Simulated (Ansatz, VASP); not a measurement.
# One calculation of C, two programs

INCAR

```
ALGO = Normal
EDIFF = 1E-7
ENCUT = 520
GGA = PE
ISIF = 2
ISMEAR = 0
LASPH = True
LCHARG = False
LREAL = False
LWAVE = False
NBANDS = 36
NELM = 80
PREC = Accurate
SIGMA = 0.02
```

KPOINTS

```
k-points
0
Gamma
  12 12 2
```

POSCAR

```
C
1.0
    2.5204761252      0.0000000000      0.0000000000
   -1.2602380626      2.1827963540      0.0000000000
    0.0000000000      0.0000000000     12.4289214317
C
12
Direct
    0.0000000000      0.0000000000      0.1868577048
    0.0000000000      0.0000000000      0.6868577048
    0.0000000000      0.0000000000      0.3131422952
    0.0000000000      0.0000000000      0.8131422952
    0.3333333333      0.6666666667      0.5207667974
    0.6666666667      0.3333333333      0.0207667974
    0.3333333333      0.6666666667      0.9792332026
    0.6666666667      0.3333333333      0.4792332026
    0.3333333333      0.6666666667      0.6450902117
    0.6666666667      0.3333333333      0.1450902117
    0.3333333333      0.6666666667      0.8549097883
    0.6666666667      0.3333333333      0.3549097883
```

Input for Ansatz:

```yaml
crystal:
  lattice:
    - [2.5204761252, 0.0, 0.0]
    - [-1.2602380626, 2.182796354, 0.0]
    - [0.0, 0.0, 12.4289214317]
  atoms:
    - { symbol: C, position: [0.0, 0.0, 0.1868577048] }
    - { symbol: C, position: [0.0, 0.0, 0.6868577048] }
    - { symbol: C, position: [0.0, 0.0, 0.3131422952] }
    - { symbol: C, position: [0.0, 0.0, 0.8131422952] }
    - { symbol: C, position: [0.3333333333, 0.6666666667, 0.5207667974] }
    - { symbol: C, position: [0.6666666667, 0.3333333333, 0.0207667974] }
    - { symbol: C, position: [0.3333333333, 0.6666666667, 0.9792332026] }
    - { symbol: C, position: [0.6666666667, 0.3333333333, 0.4792332026] }
    - { symbol: C, position: [0.3333333333, 0.6666666667, 0.6450902117] }
    - { symbol: C, position: [0.6666666667, 0.3333333333, 0.1450902117] }
    - { symbol: C, position: [0.3333333333, 0.6666666667, 0.8549097883] }
    - { symbol: C, position: [0.6666666667, 0.3333333333, 0.3549097883] }
basis:
  ecutwfc: 420
kpoints:
  mp_grid: { grid: [12, 12, 2] }
  band_path: { path: [VBM, CBM], npoints: 2 }
hamiltonian:
  xc: pbe
scf:
  occupations: { method: gaussian, width: 0.02 }
output:
  forces: false
  stress: false
  eigenvalues: true
checkpoint:
  read: start.run
  write: ck
  compress: false
  write_wavefunctions: false
  write_every: 100000
```

Alike in both runs: task single point; functional PBE; k mesh 12 × 12 × 2; occupations gaussian, width 0.02 eV; no spin polarisation.

|  | VASP | Ansatz |
| --- | --- | --- |
| version | VASP 6.6.1 | Ansatz 0.2.0 |
| potentials or method | VASP PAW PBE potentials, release 64 (C), cutoff 520 eV | scalar-relativistic, plane waves, PAW |
| valence electrons in the cell | 48 | 48 |

|  | VASP | Ansatz | Ansatz less VASP |
| --- | --- | --- | --- |
| gap on the k mesh at the Fermi level (eV) | 4.44 | 4.44 | +0.007 |
| least direct gap on the mesh (eV) | 5.38 | 5.38 | +0.006 |

With one functional, cell and mesh, what is left measures potentials, basis and numerics.
